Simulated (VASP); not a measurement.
# Al2Cu (P4/mmm) in VASP: a series of runs

The runs below take Al2Cu through single point, with PBEsol.

All numbers are computed with VASP 6.6.1; they aren't measurements. Logs are shortened: lines on timing, memory, paths and dates and some standing lists are left out, and cuts for length are marked.

### Step 1. The cell of the first run

The structure is tetragonal, space group P4/mmm (No. 123). Conventional cell: a = 4.084 Å, b = 4.084 Å, c = 2.846 Å, α = 90.00°, β = 90.00°, γ = 90.00°. Within 3.3 Å of Al (site symmetry mmm) lie 4 Cu at 2.49 Å and 6 Al at 2.85 to 2.89 Å. Within 3.3 Å of Cu (site symmetry 4/mmm) lie 8 Al at 2.49 Å and 2 Cu at 2.85 Å.

### Step 2. Single point, PBEsol

The input, INCAR:

```
SYSTEM = Al2Cu
ALGO = Normal ; EDIFF = 1E-6
ENCUT = 520 ; GGA = PS
ISIF = 2 ; ISMEAR = 0
LASPH = .TRUE. ; LCHARG = .FALSE.
LREAL = .FALSE. ; LWAVE = .FALSE.
NBANDS = 16 ; NELM = 80
PREC = Accurate ; SIGMA = 0.15
```

The input, KPOINTS:

```
k-points
0
G
  8 8 12
  0 0 0
```

The input, POSCAR:

```
Al2Cu
1.0
    4.0841722007      0.0000000000      0.0000000000
    0.0000000000      4.0841722007      0.0000000000
    0.0000000000      0.0000000000      2.8463947367
Al Cu
2 1
Direct
    0.5000000000      0.0000000000      0.5000000000
    0.0000000000      0.5000000000      0.5000000000
    0.0000000000      0.0000000000      0.0000000000
```

Potentials or basis: VASP PAW PBE potentials, release 64 (Al, Cu).

The run is started by

```console
$ cat potpaw_PBE.64/Al/POTCAR potpaw_PBE.64/Cu/POTCAR > POTCAR
$ mpirun -np 1 vasp_std > vasp.out
```

OUTCAR:

```text
SYSTEM = Al2Cu
   EDIFF = 1E-6
   ENCUT = 520
   GGA = PS
   ISIF = 2
   ISMEAR = 0
   LASPH = .TRUE.
   LREAL = .FALSE.
   NELM = 80
   PREC = Accurate

 ion  position               nearest neighbor table
   1  0.500  0.000  0.500-   3 2.49   3 2.49   3 2.49   3 2.49   2 2.89   2 2.89   2 2.89   2 2.89

   2  0.000  0.500  0.500-   3 2.49   3 2.49   3 2.49   3 2.49   1 2.89   1 2.89   1 2.89   1 2.89

   3  0.000  0.000  0.000-   1 2.49   2 2.49   1 2.49   2 2.49   2 2.49   2 2.49   1 2.49   1 2.49

  LATTYP: Found a simple tetragonal cell.
 ALAT       =     4.0841722007
 C/A-ratio  =     0.6969330863

  Lattice vectors:

 A1 = (   4.0841722007,   0.0000000000,   0.0000000000)
 A2 = (   0.0000000000,   4.0841722007,   0.0000000000)
 A3 = (   0.0000000000,   0.0000000000,   2.8463947367)

Analysis of symmetry for initial positions (statically):
=====================================================================
 Subroutine PRICEL returns:
 Original cell was already a primitive cell.

 Routine SETGRP: Setting up the symmetry group for a
 simple tetragonal supercell.

 Subroutine GETGRP returns: Found 16 space group operations
 (whereof 16 operations were pure point group operations)
 out of a pool of 16 trial point group operations.

The static configuration has the point symmetry D_4h.

Analysis of symmetry for dynamics (positions and initial velocities):
=====================================================================
 Subroutine PRICEL returns:
 Original cell was already a primitive cell.

 Routine SETGRP: Setting up the symmetry group for a
 simple tetragonal supercell.

 Subroutine GETGRP returns: Found 16 space group operations
 (whereof 16 operations were pure point group operations)
 out of a pool of 16 trial point group operations.

The dynamic configuration has the point symmetry D_4h.

 Subroutine INISYM returns: Found 16 space group operations
 (whereof 16 operations are pure point group operations),
 and found     1 'primitive' translations

----------------------------------------------------------------------------------------

                                     Primitive cell

  volume of cell :      47.4792

  direct lattice vectors                    reciprocal lattice vectors
[... 86 lines left out ...]
   LASPH  =      T    aspherical Exc in radial PAW
   ENCUT  =  520.0 eV  38.22 Ry    6.18 a.u.   7.59  7.59  5.29*2*pi/ulx,y,z
   NELM   =     80;   NELMIN=  2; NELMDL= -5     # of ELM steps
   EDIFF  = 0.1E-05   stopping-criterion for ELM
   LREAL  =      F    real-space projection
   EDIFFG = 0.1E-04   stopping-criterion for IOM
   NSW    =      0    number of steps for IOM
   IBRION =     -1    ionic relax: 0-MD 1-quasi-New 2-CG
   NFREE  =      0    steps in history (QN), initial steepest desc. (CG)
   ISIF   =      2    stress and relaxation
   ISYM   =      2    0-nonsym 1-usesym 2-fastsym
   POTIM  = 0.5000    time-step for ionic-motion
   TEBEG  =    0.0;   TEEND  =   0.0 temperature during run
   PSTRESS=    0.0 pullay stress
   NELECT =      17.0000    total number of electrons
   NUPDOWN=      -1.0000    fix difference up-down
   EMIN   =  10.00;   EMAX   =-10.00  energy-range for DOS
   EFERMI =   0.00;   METHOD = LEGACY
   ISMEAR =     0;   SIGMA  =   0.15  broadening in eV -4-tet -1-fermi 0-gaus
   EFERMI_NEDOS =   21; number of points for ismear=-14 and -15
   IALGO  =     38    algorithm
   IMIX   =      4    mixing-type and parameters
     AMIX     =   0.40;   BMIX     =  1.00
     AMIX_MAG =   1.60;   BMIX_MAG =  1.00
  volume/ion in A,a.u.               =      15.83       106.80
  Fermi-wavevector in a.u.,A,eV,Ry     =   1.162492  2.196792 18.386753  1.351388
  Thomas-Fermi vector in A             =   2.299053
   LORBIT       =      0    0 simple, 1 ext, 2 COOP (PROOUT), +10 PAW based schemes
   GGA     = PS    functional components
   LHFCALC =     F    Hartree Fock is set to
   AEXX    =    0.0000 exact exchange contribution
   IVDW    =     0    specifies the selected vdW correction
   LEPSILON=     F    determine dielectric tensor
   LRPA    =     F    only Hartree local field effects (RPA)
 non-spin polarized calculation
 Gauss-broadening in eV      SIGMA  =   0.15
  energy-cutoff  :      520.00
  volume of cell :       47.48
 maximum number of plane-waves:      1293
   NGX = 15   NGY = 15   NGZ = 11

 number of electron      16.9999981 magnetization

 Free energy of the ion-electron system (eV)
  ---------------------------------------------------
  ext. energy  EPLUGINS =         0.00000000
  ---------------------------------------------------
  free energy    TOTEN  =       -12.57446695 eV

  energy without entropy =      -12.56767286  energy(sigma->0) =      -12.57106991

 E-fermi :   7.3421     XC(G=0): -10.5925

 val. band max:        7.3196485398   @ k =   0.5000   0.1250   0.0833
 cond. band min:       7.3651971407   @ k =   0.5000   0.5000   0.4167
 fundamental gap:      0.0455486008
 Fermi energy:         7.3421287936

 k-point     1 :       0.0000    0.0000    0.0000
  band No.  band energies     occupation
      1      -3.3730      2.00000
      2       1.7898      2.00000
      3       2.2969      2.00000
      4       2.9855      2.00000
      5       3.2067      2.00000
      6       3.2067      2.00000
[... 433 lines left out ...]
      3       2.2485      2.00000
      4       2.7289      2.00000
      5       2.9217      2.00000
      6       3.1024      2.00000
[... 8 lines left out ...]
     15      17.2330      0.00000
     16      19.5965      0.00000

 [... further k-points ...]

------------------------ aborting loop because EDIFF is reached ----------------------------------------

  FORCE on cell =-STRESS in cart. coord.  units (eV):
  Direction    XX          YY          ZZ          XY          YZ          ZX
  --------------------------------------------------------------------------------------
  -------------------------------------------------------------------------------------
  Total        0.1611169      0.1611169     -0.0270088      0.0000000      0.0000000      0.0000000
  in kB        5.4368622      5.4368622     -0.9114065      0.0000000      0.0000000      0.0000000
  external PRESSURE =       3.3207726 kB  Pullay stress =       0.0000000 kB

 VOLUME and BASIS-vectors are now :
 -----------------------------------------------------------------------------
  energy-cutoff  :      520.00
  volume of cell :       47.48
      direct lattice vectors                 reciprocal lattice vectors
     4.084172201  0.000000000  0.000000000     0.244847658  0.000000000  0.000000000
     0.000000000  4.084172201  0.000000000     0.000000000  0.244847658  0.000000000
     0.000000000  0.000000000  2.846394737     0.000000000  0.000000000  0.351321616

 POSITION                                       TOTAL-FORCE (eV/Angst)
 -----------------------------------------------------------------------------------
      2.04209      0.00000      1.42320         0.000000      0.000000      0.000000
      0.00000      2.04209      1.42320         0.000000      0.000000      0.000000
      0.00000      0.00000      0.00000         0.000000      0.000000      0.000000
 -----------------------------------------------------------------------------------
    total drift:                                0.000000      0.000000      0.000000

  FREE ENERGIE OF THE ION-ELECTRON SYSTEM (eV)
  ---------------------------------------------------
  free  energy   TOTEN  =       -12.5744669542 eV

  energy  without entropy=      -12.5676728649  energy(sigma->0) =      -12.57106991
```

OSZICAR:

```text
N       E                     dE             d eps       ncg     rms          rms(c)
DAV:   1     0.622236367442E+02    0.62224E+02   -0.69141E+03  3360   0.112E+03
DAV:   2    -0.121813264465E+02   -0.74405E+02   -0.65892E+02  3568   0.203E+02
DAV:   3    -0.148935303379E+02   -0.27122E+01   -0.26470E+01  4568   0.437E+01
DAV:   4    -0.149526954412E+02   -0.59165E-01   -0.59146E-01  4048   0.551E+00
DAV:   5    -0.149556205030E+02   -0.29251E-02   -0.29250E-02  5328   0.136E+00    0.145E+01
DAV:   6    -0.167711574019E+02   -0.18155E+01   -0.37379E+01  3832   0.211E+02    0.117E+01
DAV:   7    -0.127262524866E+02    0.40449E+01   -0.10176E+01  4184   0.838E+01    0.219E+00
DAV:   8    -0.126443579576E+02    0.81895E-01   -0.13675E+00  4944   0.338E+01    0.223E+00
DAV:   9    -0.125738446663E+02    0.70513E-01   -0.25929E-01  4280   0.163E+01    0.232E-01
DAV:  10    -0.125761027635E+02   -0.22581E-02   -0.17185E-02  5296   0.358E+00    0.292E-01
DAV:  11    -0.125747730063E+02    0.13298E-02   -0.84978E-03  4512   0.325E+00    0.123E-01
DAV:  12    -0.125744741825E+02    0.29882E-03   -0.83130E-04  4968   0.901E-01    0.234E-02
DAV:  13    -0.125744682357E+02    0.59468E-05   -0.46528E-05  5512   0.113E-01    0.985E-03
DAV:  14    -0.125744670280E+02    0.12077E-05   -0.64545E-06  4328   0.829E-02    0.359E-03
DAV:  15    -0.125744669542E+02    0.73839E-07   -0.51728E-07  2416   0.166E-02
   1 F= -.12574467E+02 E0= -.12571070E+02  d E =-.679409E-02
```

Wall time 34 s (1 thread of Intel Xeon 6975P-C (Granite Rapids), shared host); peak memory 0.2 GiB.

Results:

```yaml
Free_energy: -12.5745 eV
Pressure: 0.3 GPa
```

Stress tensor (GPa, compression positive):
```
 0.54  0.00  0.00
 0.00  0.54  0.00
 0.00  0.00 -0.09
```

Levels at points of the mesh, in eV from the Fermi level:
```csv
k point,band 5,band 6,band 7,band 8,band 9,band 10,band 11,band 12,band 13,band 14
"(0.00, 0.00, 0.00)",-4.14,-4.14,-2.49,-2.49,-0.10,0.81,6.15,6.15,6.31,7.02
"(0.50, 0.00, 0.00)",-4.43,-4.16,-4.13,-1.17,1.53,1.67,1.90,7.70,8.35,9.37
"(0.50, 0.50, 0.00)",-4.48,-4.32,-4.16,-4.16,-2.50,8.56,8.56,9.59,9.95,10.16
"(0.00, 0.00, 0.50)",-4.88,-4.16,-3.03,2.50,2.62,2.62,2.70,2.70,3.13,3.87
"(0.50, 0.00, 0.50)",-4.25,-4.23,-3.14,-2.49,-1.67,3.73,3.96,4.46,5.08,6.04
"(0.50, 0.50, 0.50)",-4.01,-3.53,-2.33,-2.33,-0.87,-0.85,0.03,0.03,2.34,11.77
```

Caveat: the PAW data sets were made with another functional, which shifts forces and pressure a little.

### Step 3. Single point, PBEsol

The input, INCAR:

```
  PREC = Accurate
  ENCUT = 520
  EDIFF = 1E-6
  ISMEAR = 0
  SIGMA = 0.1
  LREAL = F
  LASPH = T
  NELM = 80
  ALGO = Fast
  ISIF = 2
  LWAVE = F
  LCHARG = T
  GGA = PS
  LELF = T
  LVHAR = T
  NBANDS = 16
```

The input, KPOINTS:

```
regular mesh
0
Gamma
  10 10 14
```

POSCAR is that of step 2.

Potentials or basis: VASP PAW PBE potentials, release 64 (Al, Cu).

The run is started by

```console
$ cat potpaw_PBE.64/Al/POTCAR potpaw_PBE.64/Cu/POTCAR > POTCAR
$ mpirun -np 1 vasp_std > vasp.out
```

Run time: 65 s. Hardware: 1 thread of Intel Xeon 6975P-C (Granite Rapids), shared host; peak memory 0.24 GiB.

The run converged. Its results:

* Free energy: -12.5693 eV
* Pressure: 0.1 GPa

Levels at points of the mesh, in eV from the Fermi level:
```
           k point  band 6  band 7  band 8  band 9  band 10  band 11  band 12  band 13
(0.00, 0.00, 0.00)   -4.11   -2.46   -2.46   -0.08     0.83     6.18     6.18     6.33
(0.50, 0.00, 0.00)   -4.14   -4.11   -1.14    1.55     1.70     1.92     7.72     8.37
(0.50, 0.50, 0.00)   -4.30   -4.14   -4.14   -2.47     8.58     8.58     9.62     9.97
(0.00, 0.00, 0.50)   -4.14   -3.01    2.52    2.64     2.64     2.73     2.73     3.15
(0.50, 0.00, 0.50)   -4.21   -3.12   -2.46   -1.64     3.75     3.99     4.49     5.11
(0.50, 0.50, 0.50)   -3.51   -2.31   -2.31   -0.84    -0.83     0.05     0.05     2.36
```

Caveat: the PAW data sets were made with another functional, which shifts forces and pressure a little.

### Step 4. Single point, PBEsol

The input, INCAR:

```
PREC = Accurate
ENCUT = 520
EDIFF = 1E-6
ISMEAR = 0
SIGMA = 0.15
LREAL = False
LASPH = True
NELM = 60
ALGO = Fast
ISIF = 2
LWAVE = False
LCHARG = False
GGA = PS
NBANDS = 16
```

The input, KPOINTS:

```
regular mesh
0
Gamma
  12 12 16
```

The input, POSCAR:

```
Al2Cu
1.0
    4.0841721965      0.0000000000      0.0000000000
    0.0000000000      4.0841721965      0.0000000000
    0.0000000000      0.0000000000      2.8463947513
Al Cu
2 1
Direct
    0.5000000000      0.0000000000      0.5000000000
    0.0000000000      0.5000000000      0.5000000000
    0.0000000000      0.0000000000      0.0000000000
```

The run is started by

```console
$ cat potpaw_PBE.64/Al/POTCAR potpaw_PBE.64/Cu/POTCAR > POTCAR
$ mpirun -np 1 vasp_std > vasp.out
```

It took 2.5 min on 1 thread of Intel Xeon 6975P-C, shared host; peak memory 0.3 GiB.

The run converged. Its results:

```yaml
Free_energy: -12.5723 eV
Pressure: 0.0 GPa
```

Stress tensor (GPa, compression positive):
```
 0.24  0.00  0.00
 0.00  0.24  0.00
 0.00  0.00 -0.49
```

Levels at points of the mesh, in eV from the Fermi level:
| k point | band 5 | band 6 | band 7 | band 8 | band 9 | band 10 | band 11 | band 12 | band 13 | band 14 |
| --- | --- | --- | --- | --- | --- | --- | --- | --- | --- | --- |
| (0.00, 0.00, 0.00) | -4.10 | -4.10 | -2.45 | -2.45 | -0.06 | 0.85 | 6.19 | 6.19 | 6.34 | 7.06 |
| (0.50, 0.00, 0.00) | -4.40 | -4.13 | -4.10 | -1.13 | 1.57 | 1.71 | 1.93 | 7.74 | 8.38 | 9.41 |
| (0.50, 0.50, 0.00) | -4.45 | -4.29 | -4.13 | -4.13 | -2.46 | 8.60 | 8.60 | 9.63 | 9.99 | 10.20 |
| (0.00, 0.00, 0.50) | -4.85 | -4.13 | -3.00 | 2.54 | 2.66 | 2.66 | 2.74 | 2.74 | 3.17 | 3.91 |
| (0.50, 0.00, 0.50) | -4.22 | -4.20 | -3.10 | -2.45 | -1.63 | 3.77 | 4.00 | 4.50 | 5.12 | 6.07 |
| (0.50, 0.50, 0.50) | -3.97 | -3.50 | -2.30 | -2.30 | -0.82 | -0.82 | 0.07 | 0.07 | 2.38 | 11.81 |

Caveat: the PAW data sets were made with another functional, which shifts forces and pressure a little.

### Step 5. Single point, PBEsol

The input, INCAR:

```
  PREC = Accurate
  ENCUT = 520
  EDIFF = 1E-6
  ISMEAR = 0
  SIGMA = 0.1
  LREAL = F
  LASPH = T
  NELM = 80
  ALGO = Fast
  ISIF = 2
  LWAVE = F
  LCHARG = T
  GGA = PS
  LELF = T
  LVHAR = T
  NBANDS = 16
```

The input, KPOINTS:

```
regular mesh
0
Gamma
  10 10 14
```

POSCAR is that of step 4.

The run is started by

```console
$ cat potpaw_PBE.64/Al/POTCAR potpaw_PBE.64/Cu/POTCAR > POTCAR
$ mpirun -np 1 vasp_std > vasp.out
```

It took 100 s on 1 thread of Intel Xeon 6975P-C, shared host; peak memory 0.25 GiB.

The run converged. Its results:

```
Free energy : -12.5693 eV
Pressure    : 0.1 GPa
```

Levels at points of the mesh, in eV from the Fermi level:
```csv
k point,band 7,band 8,band 9,band 10,band 11,band 12
"(0.00, 0.00, 0.00)",-2.46,-2.46,-0.08,0.83,6.18,6.18
"(0.50, 0.00, 0.00)",-4.11,-1.14,1.55,1.70,1.92,7.72
"(0.50, 0.50, 0.00)",-4.14,-4.14,-2.47,8.58,8.58,9.62
"(0.00, 0.00, 0.50)",-3.01,2.52,2.64,2.64,2.73,2.73
"(0.50, 0.00, 0.50)",-3.12,-2.46,-1.64,3.75,3.99,4.49
"(0.50, 0.50, 0.50)",-2.31,-2.31,-0.84,-0.83,0.05,0.05
```

Caveat: the PAW data sets were made with another functional, which shifts forces and pressure a little.

### Step 6. Overview

| k mesh | smearing | gap on the mesh (eV) | pressure (GPa) |
| --- | --- | --- | --- |
| 8 × 8 × 12 | gaussian 0.15 eV | none | 0.3 |
| 10 × 10 × 14 | gaussian 0.1 eV | none | 0.1 |
| 12 × 12 × 16 | gaussian 0.15 eV | none | 0.0 |

Alike in all rows: task single point; level PBEsol; potentials or basis VASP PAW PBE potentials, release 64 (Al, Cu); no spin polarisation; cell a = 4.084, b = 4.084, c = 2.846 Å, 3 atoms; cutoff (eV) 520.

Every run on the cell as given and a fine mesh finds a metal.

Caveats: the PAW data sets were made with another functional, which shifts forces and pressure a little.

Total energies depend on the potentials used, so only differences within one code and one set of settings carry meaning.
